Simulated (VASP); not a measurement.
# Cu12N in VASP: further runs

Runs on Cu12N. Level: PBE. Tasks: single point.

Everything below comes from runs of VASP 6.6.1. Logs are shortened: lines on timing, memory, paths and dates and some standing lists are left out, and cuts for length are marked.

## Step 1: The cell of the first run

The cell holds a slab with vacuum, 13 atoms: a = 5.132 Å, b = 5.132 Å, c = 19.028 Å, α = 90.00°, β = 90.00°, γ = 90.00°.

## Step 2: Single point, PBE

Input file INCAR:

```
  PREC = Accurate
  ENCUT = 520
  EDIFF = 1E-6
  ISMEAR = 0
  SIGMA = 0.1
  LREAL = False
  LASPH = True
  NELM = 100
  ALGO = Normal
  ISIF = 2
  LWAVE = False
  LCHARG = False
  LDIPOL = True
  IDIPOL = 3
  DIPOL = 0.5 0.5 0.317
  GGA = PE
  NBANDS = 80
```

Input file KPOINTS:

```
Automatic mesh
0
Gamma
  5 5 1
```

Input file POSCAR:

```
Cu12N
1.0
    5.1319544695      0.0000000000      0.0000000000
    0.0000000000      5.1319544695      0.0000000000
    0.0000000000      0.0000000000     19.0279314499
Cu N
12 1
Direct
    0.2500000000      0.2500000000      0.2102172803
    0.2500000000      0.7500000000      0.2102172803
    0.7500000000      0.2500000000      0.2102172803
    0.7500000000      0.7500000000      0.2102172803
    0.0000000000      0.0000000000      0.3029241295
    0.0000000000      0.5000000000      0.3029241295
    0.5000000000      0.0000000000      0.3029241295
    0.5000000000      0.5000000000      0.3029241295
    0.2500000000      0.2500000000      0.3956253190
    0.2500000000      0.7500000000      0.3956253190
    0.7500000000      0.2500000000      0.3956253190
    0.7500000000      0.7500000000      0.3956253190
    0.2500000000      0.2500000000      0.4844394220
```

Potentials or basis: VASP PAW PBE potentials, release 64 (Cu, N).

Launch:

```
cat potpaw_PBE.64/Cu/POTCAR potpaw_PBE.64/N/POTCAR > POTCAR
mpirun -np 1 vasp_std > vasp.out
```

OUTCAR:

```text
PREC = Accurate
   ENCUT = 520
   EDIFF = 1E-6
   ISMEAR = 0
   LREAL = False
   LASPH = True
   NELM = 100
   ISIF = 2
   GGA = PE

 ion  position               nearest neighbor table
   1  0.250  0.250  0.210-   5 2.53   6 2.53   7 2.53   8 2.53   2 2.57   3 2.57   2 2.57   3 2.57

   2  0.250  0.750  0.210-   5 2.53   6 2.53   7 2.53   8 2.53   1 2.57   4 2.57   1 2.57   4 2.57

   3  0.750  0.250  0.210-   5 2.53   6 2.53   7 2.53   8 2.53   1 2.57   4 2.57   4 2.57   1 2.57
[... 15 lines left out ...]
  11  0.750  0.250  0.396-   5 2.53   6 2.53   7 2.53   8 2.53   9 2.57  12 2.57  12 2.57   9 2.57

  12  0.750  0.750  0.396-   5 2.53   6 2.53   7 2.53   8 2.53  10 2.57  11 2.57  11 2.57  10 2.57

  13  0.250  0.250  0.484-   9 1.69

  LATTYP: Found a simple tetragonal cell.
 ALAT       =     5.1319544695
 C/A-ratio  =     3.7077358272

  Lattice vectors:

 A1 = (   5.1319544695,   0.0000000000,   0.0000000000)
 A2 = (   0.0000000000,   5.1319544695,   0.0000000000)
 A3 = (   0.0000000000,   0.0000000000,  19.0279314499)

Analysis of symmetry for initial positions (statically):
=====================================================================
 Subroutine PRICEL returns:
 Original cell was already a primitive cell.

 Routine SETGRP: Setting up the symmetry group for a
 simple tetragonal supercell.

 Subroutine GETGRP returns: Found  8 space group operations
 (whereof  2 operations were pure point group operations)
 out of a pool of 16 trial point group operations.

The static configuration has the point symmetry C_1h.
 The point group associated with its full space group is C_4v.

Analysis of symmetry for dynamics (positions and initial velocities):
=====================================================================
 Subroutine PRICEL returns:
 Original cell was already a primitive cell.

 Routine SETGRP: Setting up the symmetry group for a
 simple tetragonal supercell.

 Subroutine GETGRP returns: Found  8 space group operations
 (whereof  2 operations were pure point group operations)
 out of a pool of 16 trial point group operations.

The dynamic configuration has the point symmetry C_1h.
 The point group associated with its full space group is C_4v.

 Subroutine INISYM returns: Found  8 space group operations
 (whereof  2 operations are pure point group operations),
 and found     1 'primitive' translations

----------------------------------------------------------------------------------------

                                     Primitive cell

  volume of cell :     501.1378

  direct lattice vectors                    reciprocal lattice vectors
     5.131954470  0.000000000  0.000000000     0.194857535  0.000000000  0.000000000
     0.000000000  5.131954470  0.000000000     0.000000000  0.194857535  0.000000000
     0.000000000  0.000000000 19.027931450     0.000000000  0.000000000  0.052554320

  length of vectors
     5.131954470  5.131954470 19.027931450     0.194857535  0.194857535  0.052554320

  position of ions in fractional coordinates (direct lattice)
     0.250000000  0.250000000  0.210217280
     0.250000000  0.750000000  0.210217280
     0.750000000  0.250000000  0.210217280
     0.750000000  0.750000000  0.210217280
     0.000000000  0.000000000  0.302924129
     0.000000000  0.500000000  0.302924129
     0.500000000  0.000000000  0.302924129
     0.500000000  0.500000000  0.302924129
     0.250000000  0.250000000  0.395625319
     0.250000000  0.750000000  0.395625319
     0.750000000  0.250000000  0.395625319
     0.750000000  0.750000000  0.395625319
     0.250000000  0.250000000  0.484439422

  ion indices of the primitive-cell ions
   primitive index   ion index
                 1           1
                 2           2
                 3           3
                 4           4
                 5           5
                 6           6
                 7           7
                 8           8
                 9           9
                10          10
                11          11
                12          12
                13          13

----------------------------------------------------------------------------------------

 KPOINTS: Automatic mesh

Automatic generation of k-mesh.
 Grid dimensions read from file:
 generate k-points for:    5    5    1

 Generating k-lattice:

  Cartesian coordinates                     Fractional coordinates (reciprocal lattice)
     0.038971507  0.000000000  0.000000000     0.200000000  0.000000000  0.000000000
     0.000000000  0.038971507  0.000000000     0.000000000  0.200000000  0.000000000
     0.000000000  0.000000000  0.052554320     0.000000000  0.000000000  1.000000000

  Length of vectors
     0.038971507  0.038971507  0.052554320

  Shift w.r.t. Gamma in fractional coordinates (k-lattice)
     0.000000000  0.000000000  0.000000000

 Subroutine IBZKPT returns following result:
 ===========================================

 Found      6 irreducible k-points:

 Following reciprocal coordinates:
            Coordinates               Weight
  0.000000  0.000000  0.000000      1.000000
  0.200000  0.000000  0.000000      4.000000
  0.400000  0.000000  0.000000      4.000000
  0.200000  0.200000  0.000000      4.000000
  0.400000  0.200000  0.000000      8.000000
  0.400000  0.400000  0.000000      4.000000
   k-points           NKPTS =      6   k-points in BZ     NKDIM =      6   number of bands    NBANDS=     80
   number of dos      NEDOS =    301   number of ions     NIONS =     13
   total plane-waves  NPLWV = 230400
   dimension x,y,z NGX =    40 NGY =   40 NGZ =  144
   dimension x,y,z NGXF=    80 NGYF=   80 NGZF=  288
   ions per type =              12   1
   NGX,Y,Z   is equivalent  to a cutoff of  12.96, 12.96, 12.58 a.u.
   NGXF,Y,Z  is equivalent  to a cutoff of  25.92, 25.92, 25.16 a.u.
 SYSTEM =  unknown system
   PREC   = accura    normal or accurate (medium, high low for compatibility)
   ISTART =      0    job   : 0-new  1-cont  2-samecut
   ICHARG =      2    charge: 1-file 2-atom 10-const
   ISPIN  =      1    spin polarized calculation?
   LNONCOLLINEAR =      F non collinear calculations
   LSORBIT =      F    spin-orbit coupling
   LASPH  =      T    aspherical Exc in radial PAW
   ENCUT  =  520.0 eV  38.22 Ry    6.18 a.u.   9.54  9.54 35.38*2*pi/ulx,y,z
   NELM   =    100;   NELMIN=  2; NELMDL= -5     # of ELM steps
   EDIFF  = 0.1E-05   stopping-criterion for ELM
   LREAL  =      F    real-space projection
   EDIFFG = 0.1E-04   stopping-criterion for IOM
   NSW    =      0    number of steps for IOM
   IBRION =     -1    ionic relax: 0-MD 1-quasi-New 2-CG
   NFREE  =      0    steps in history (QN), initial steepest desc. (CG)
   ISIF   =      2    stress and relaxation
   ISYM   =      2    0-nonsym 1-usesym 2-fastsym
   POTIM  = 0.5000    time-step for ionic-motion
   TEBEG  =    0.0;   TEEND  =   0.0 temperature during run
   PSTRESS=    0.0 pullay stress
   NELECT =     137.0000    total number of electrons
   NUPDOWN=      -1.0000    fix difference up-down
   EMIN   =  10.00;   EMAX   =-10.00  energy-range for DOS
   EFERMI =   0.00;   METHOD = LEGACY
   ISMEAR =     0;   SIGMA  =   0.10  broadening in eV -4-tet -1-fermi 0-gaus
   EFERMI_NEDOS =   21; number of points for ismear=-14 and -15
   IALGO  =     38    algorithm
   IMIX   =      4    mixing-type and parameters
     AMIX     =   0.40;   BMIX     =  1.00
     AMIX_MAG =   1.60;   BMIX_MAG =  1.00
  volume/ion in A,a.u.               =      38.55       260.14
  Fermi-wavevector in a.u.,A,eV,Ry     =   1.062501  2.007836 15.359727  1.128908
  Thomas-Fermi vector in A             =   2.197954
   LORBIT       =      0    0 simple, 1 ext, 2 COOP (PROOUT), +10 PAW based schemes
   GGA     = PE    functional components
   LHFCALC =     F    Hartree Fock is set to
   AEXX    =    0.0000 exact exchange contribution
   IVDW    =     0    specifies the selected vdW correction
   LEPSILON=     F    determine dielectric tensor
   LRPA    =     F    only Hartree local field effects (RPA)
 non-spin polarized calculation
 Gauss-broadening in eV      SIGMA  =   0.10
  energy-cutoff  :      520.00
  volume of cell :      501.14
 maximum number of plane-waves:     13595
 NGX is ok and might be reduce to    40
   NGX = 19   NGY = 19   NGZ = 71

 dipolmoment           0.000000      0.000000     -0.245308 electrons x Angstroem

 number of electron     136.9999785 magnetization

 dipolmoment           0.000000      0.000000      0.253457 electrons x Angstroem

 Free energy of the ion-electron system (eV)
  ---------------------------------------------------
  ext. energy  EPLUGINS =         0.00000000
  ---------------------------------------------------
  free energy    TOTEN  =       -44.56888353 eV

  energy without entropy =      -44.53646604  energy(sigma->0) =      -44.55267479

 E-fermi :  -1.4912     XC(G=0):  -4.8132

 val. band max:       -1.5343825732   @ k =   0.2000   0.0000   0.0000
 cond. band min:      -1.3950771289   @ k =   0.4000   0.2000   0.0000
 fundamental gap:      0.1393054443
 Fermi energy:        -1.4911543183

 k-point     1 :       0.0000    0.0000    0.0000
  band No.  band energies     occupation
      1     -14.5244      2.00000
      2      -9.8651      2.00000
      3      -7.2980      2.00000
      4      -6.4942      2.00000
      5      -6.4942      2.00000
      6      -6.3736      2.00000
[... 487 lines left out ...]
     79       4.2292      0.00000
     80       4.3206      0.00000

------------------------ aborting loop because EDIFF is reached ----------------------------------------

 vacuum level on the upper side and lower side of the slab       (xc-potential included)         0.684        -0.996

  FORCE on cell =-STRESS in cart. coord.  units (eV):
  Direction    XX          YY          ZZ          XY          YZ          ZX
  --------------------------------------------------------------------------------------
  -------------------------------------------------------------------------------------
  Total       -4.1708892     -4.1708892      1.6046831      0.0000000      0.0000000      0.0000000
  in kB      -13.3346636    -13.3346636      5.1302993      0.0000000      0.0000000      0.0000000
  external PRESSURE =      -7.1796759 kB  Pullay stress =       0.0000000 kB

 VOLUME and BASIS-vectors are now :
 -----------------------------------------------------------------------------
  energy-cutoff  :      520.00
  volume of cell :      501.14
      direct lattice vectors                 reciprocal lattice vectors
     5.131954470  0.000000000  0.000000000     0.194857535  0.000000000  0.000000000
     0.000000000  5.131954470  0.000000000     0.000000000  0.194857535  0.000000000
     0.000000000  0.000000000 19.027931450     0.000000000  0.000000000  0.052554320

 POSITION                                       TOTAL-FORCE (eV/Angst)
 -----------------------------------------------------------------------------------
      1.28299      1.28299      4.00000         0.000000     -0.000000      0.005977
      1.28299      3.84897      4.00000         0.000000     -0.000000     -0.044242
      3.84897      1.28299      4.00000         0.000000     -0.000000     -0.044242
      3.84897      3.84897      4.00000         0.000000     -0.000000     -0.004038
      0.00000      0.00000      5.76402        -0.026566     -0.026566     -0.164898
      0.00000      2.56598      5.76402        -0.026566      0.026566     -0.164898
      2.56598      0.00000      5.76402         0.026566     -0.026566     -0.164898
      2.56598      2.56598      5.76402         0.026566      0.026566     -0.164898
      1.28299      1.28299      7.52793         0.000000     -0.000000     -0.228677
      1.28299      3.84897      7.52793         0.000000     -0.000000      0.435264
      3.84897      1.28299      7.52793         0.000000     -0.000000      0.435264
      3.84897      3.84897      7.52793         0.000000     -0.000000     -0.021834
      1.28299      1.28299      9.21788         0.000000     -0.000000      0.126122
 -----------------------------------------------------------------------------------
    total drift:                               -0.000000      0.000000      0.000284

  FREE ENERGIE OF THE ION-ELECTRON SYSTEM (eV)
  ---------------------------------------------------
  free  energy   TOTEN  =       -44.5688835348 eV

  energy  without entropy=      -44.5364660440  energy(sigma->0) =      -44.55267479

 vacuum level on the upper side and lower side of the slab         4.664         2.937
```

Run time: 6.3 min. Hardware: 1 thread of AMD EPYC 9R45 (Zen 5), shared host; peak memory 0.57 GiB.

What came out:

```yaml
Free_energy: -44.5689 eV
Largest_force: 0.435 eV/Å
Band_gap_on_the_k_mesh: zero (an odd number of electrons rules out a gap without spin polarisation)
```

Forces in eV/Å, atoms in the order of the input:
```
Cu   0.000  0.000  0.006
Cu   0.000  0.000 -0.044
Cu   0.000  0.000 -0.044
Cu   0.000  0.000 -0.004
Cu  -0.027 -0.027 -0.165
Cu  -0.027  0.027 -0.165
Cu   0.027 -0.027 -0.165
Cu   0.027  0.027 -0.165
Cu   0.000  0.000 -0.229
Cu   0.000  0.000  0.435
Cu   0.000  0.000  0.435
Cu   0.000  0.000 -0.022
N    0.000  0.000  0.126
```

Levels at points of the mesh, in eV from the Fermi level:
```
           k point  band 64  band 65  band 66  band 67  band 68  band 69  band 70  band 71  band 72  band 73
(0.00, 0.00, 0.00)    -0.96    -0.96    -0.87    -0.29    -0.26    -0.07    -0.07     0.31     1.01     1.01
```

## Step 3: Single point, PBE

Input file INCAR:

```
PREC = Accurate
ENCUT = 520
EDIFF = 1E-7
ISMEAR = 0
SIGMA = 0.1
LREAL = F
LASPH = T
NELM = 60
ALGO = Normal
ISIF = 2
LWAVE = F
LCHARG = F
LDIPOL = T
IDIPOL = 3
DIPOL = 0.5 0.5 0.312
GGA = PE
NBANDS = 80
```

KPOINTS is that of step 2.

Edit POSCAR of step 2 so:

```diff
@@ -20,2 +20,2 @@
     0.7500000000      0.7500000000      0.3956253190
-    0.2500000000      0.2500000000      0.4844394220
+    0.5000000000      0.5000000000      0.4242954063
```

Potentials or basis: VASP PAW PBE potentials, release 64 (Cu, N).

Launch:

```
cat potpaw_PBE.64/Cu/POTCAR potpaw_PBE.64/N/POTCAR > POTCAR
mpirun -np 1 vasp_std > vasp.out
```

OUTCAR:

```text
PREC = Accurate
   ENCUT = 520
   EDIFF = 1E-7
   ISMEAR = 0
   LREAL = F
   LASPH = T
   NELM = 60
   ISIF = 2
   GGA = PE

 ion  position               nearest neighbor table
   1  0.250  0.250  0.210-   5 2.53   6 2.53   7 2.53   8 2.53   2 2.57   3 2.57   2 2.57   3 2.57

   2  0.250  0.750  0.210-   5 2.53   6 2.53   7 2.53   8 2.53   1 2.57   4 2.57   1 2.57   4 2.57

   3  0.750  0.250  0.210-   5 2.53   6 2.53   7 2.53   8 2.53   1 2.57   4 2.57   4 2.57   1 2.57
[... 4 lines left out ...]
                             6 2.57   7 2.57   6 2.57   7 2.57
   6  0.000  0.500  0.303-   9 2.53  10 2.53  11 2.53  12 2.53   1 2.53   2 2.53   3 2.53   4 2.53
                             5 2.57   8 2.57   5 2.57   8 2.57
   7  0.500  0.000  0.303-   9 2.53  10 2.53  11 2.53  12 2.53   1 2.53   2 2.53   3 2.53   4 2.53
                             5 2.57   8 2.57   8 2.57   5 2.57
   8  0.500  0.500  0.303-   9 2.53  10 2.53  11 2.53  12 2.53   1 2.53   2 2.53   3 2.53   4 2.53
                             6 2.57   7 2.57   7 2.57   6 2.57
   9  0.250  0.250  0.396-  13 1.89   6 2.53   7 2.53   8 2.53   5 2.53  11 2.57  10 2.57  10 2.57
                            11 2.57
[... 711 lines left out ...]
  --------------------------------------------------------------------------------------
  -------------------------------------------------------------------------------------
  Total       -0.6627780     -0.6627780      1.3917615      0.0000000     -0.0000000      0.0000000
  in kB       -2.1189540     -2.1189540      4.4495721      0.0000000     -0.0000000      0.0000000
  external PRESSURE =       0.0705547 kB  Pullay stress =       0.0000000 kB

 VOLUME and BASIS-vectors are now :
 -----------------------------------------------------------------------------
  energy-cutoff  :      520.00
  volume of cell :      501.14
      direct lattice vectors                 reciprocal lattice vectors
     5.131954470  0.000000000  0.000000000     0.194857535  0.000000000  0.000000000
     0.000000000  5.131954470  0.000000000     0.000000000  0.194857535  0.000000000
     0.000000000  0.000000000 19.027931450     0.000000000  0.000000000  0.052554320

 POSITION                                       TOTAL-FORCE (eV/Angst)
 -----------------------------------------------------------------------------------
      1.28299      1.28299      4.00000        -0.006422     -0.006422      0.025818
      1.28299      3.84897      4.00000        -0.006422      0.006422      0.025818
      3.84897      1.28299      4.00000         0.006422     -0.006422      0.025818
      3.84897      3.84897      4.00000         0.006422      0.006422      0.025818
      0.00000      0.00000      5.76402         0.000000     -0.000000      0.146672
      0.00000      2.56598      5.76402         0.000000     -0.000000     -0.221758
      2.56598      0.00000      5.76402         0.000000     -0.000000     -0.221758
      2.56598      2.56598      5.76402         0.000000     -0.000000     -0.744153
      1.28299      1.28299      7.52793        -0.385345     -0.385345      0.228010
      1.28299      3.84897      7.52793        -0.385345      0.385345      0.228010
      3.84897      1.28299      7.52793         0.385345     -0.385345      0.228010
      3.84897      3.84897      7.52793         0.385345      0.385345      0.228010
      2.56598      2.56598      8.07346         0.000000     -0.000000      0.025682
 -----------------------------------------------------------------------------------
    total drift:                               -0.000000      0.000000      0.002450

  FREE ENERGIE OF THE ION-ELECTRON SYSTEM (eV)
  ---------------------------------------------------
  free  energy   TOTEN  =       -47.6751193974 eV

  energy  without entropy=      -47.6456562372  energy(sigma->0) =      -47.66038782

 vacuum level on the upper side and lower side of the slab         3.899         3.364
```

OSZICAR:

```text
N       E                     dE             d eps       ncg     rms          rms(c)
DAV:   1     0.126557883378E+04    0.12656E+04   -0.57349E+04   960   0.196E+03
DAV:   2     0.112488708463E+03   -0.11531E+04   -0.11204E+04   960   0.438E+02
DAV:   3    -0.425911302323E+02   -0.15508E+03   -0.14786E+03  1280   0.208E+02
DAV:   4    -0.594090922340E+02   -0.16818E+02   -0.15870E+02  1472   0.706E+01
[... 21 lines left out ...]
DAV:  26    -0.476751106510E+02   -0.16647E-04   -0.92456E-07   896   0.657E-03    0.530E-04
DAV:  27    -0.476751174499E+02   -0.67989E-05   -0.37899E-07   728   0.364E-03    0.204E-04
DAV:  28    -0.476751190820E+02   -0.16320E-05   -0.12519E-07   656   0.195E-03    0.283E-04
DAV:  29    -0.476751193748E+02   -0.29283E-06   -0.36433E-08   648   0.209E-03    0.101E-04
DAV:  30    -0.476751193974E+02   -0.22599E-07   -0.11176E-08   584   0.890E-04
   1 F= -.47675119E+02 E0= -.47660388E+02  d E =-.294632E-01
```

stdout:

```text
POSCAR found type information on POSCAR CuN
 POSCAR found :  2 types and      13 ions
 scaLAPACK will be used
 LDA part: xc-table for (Slater+PW92), standard interpolation
 POSCAR, INCAR and KPOINTS ok, starting setup
 FFT: planning ... GRIDC
 FFT: planning ... GRID_SOFT
 FFT: planning ... GRID
 WAVECAR not read
 entering main loop
```

Run time: 6.1 min. Hardware: 1 thread of AMD EPYC 9R45 (Zen 5), shared host; peak memory 0.54 GiB.

Results:

```
Free energy            : -47.6751 eV
Largest force          : 0.744 eV/Å
Band gap on the k mesh : zero (an odd number of electrons rules out a gap without spin polarisation)
```

Forces in eV/Å, atoms in the order of the input:
```
Cu  -0.006 -0.006  0.026
Cu  -0.006  0.006  0.026
Cu   0.006 -0.006  0.026
Cu   0.006  0.006  0.026
Cu   0.000  0.000  0.147
Cu   0.000  0.000 -0.222
Cu   0.000  0.000 -0.222
Cu   0.000  0.000 -0.744
Cu  -0.385 -0.385  0.228
Cu  -0.385  0.385  0.228
Cu   0.385 -0.385  0.228
Cu   0.385  0.385  0.228
N    0.000  0.000  0.026
```

With open d or f shells a metallic result of PBE can be an artefact of self-interaction; +U or a hybrid may open a gap.

The gap in the log of VASP goes by the Fermi energy; the results here count the filled bands.